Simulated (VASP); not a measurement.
Set up this calculation in VASP 6.6.1, as the native input.

- Task: single point
- Functional: PBE
- Potentials or basis: VASP PAW PBE potentials, release 64 (Hf_pv, O)
- Cutoff: 520 eV
- k mesh: 6 × 6 × 6
- Occupations: gaussian, width 0.01 eV
- Spin: no spin polarisation
- Dipole correction: no
- Further INCAR settings: ALGO = Normal; EDIFF = 1e-06; NBANDS = 18

The structure of HfO2 lies in POSCAR:

```
HfO2
1.0
    0.0000000000      2.6239580902      2.6239580902
    2.6239580902      0.0000000000      2.6239580902
    2.6239580902      2.6239580902      0.0000000000
Hf O
1 2
Direct
    0.0000000000      0.0000000000      0.0000000000
    0.2500000000      0.2500000000      0.2500000000
    0.7500000000      0.7500000000      0.7500000000
```

The input as run:

INCAR

```
PREC     = Accurate       # precision mode
ENCUT    = 520            # plane-wave cutoff, eV
EDIFF    = 1E-6           # SCF threshold, eV
ISMEAR   = 0              # smearing method
SIGMA    = 0.01           # smearing width, eV
LREAL    = F              # projectors in reciprocal space
LASPH    = T              # aspherical terms in the spheres
NELM     = 100            # most SCF steps
ALGO     = Normal         # electronic algorithm
ISIF     = 2              # what is computed and relaxed
LWAVE    = F              # write WAVECAR
LCHARG   = F              # write CHGCAR
GGA      = PE             # functional
NBANDS   = 18             # bands
```

KPOINTS

```
regular mesh
0
Gamma
  6 6 6
```

Potentials or basis: VASP PAW PBE potentials, release 64 (Hf_pv, O).

Run with:

```sh
$ cat potpaw_PBE.64/Hf_pv/POTCAR potpaw_PBE.64/O/POTCAR > POTCAR
$ mpirun -np 1 vasp_std > vasp.out
```

It gave:

- Pressure: -20.7 GPa
- Band gap on the k mesh: 3.52 eV, direct

Caveat: spin-orbit coupling is left out, which moves the levels of the heavy elements.

It took 13 s on 1 thread of Intel(R) Xeon(R) Platinum 8488C (Sapphire Rapids), on a shared host, peak memory 0.15 GiB.
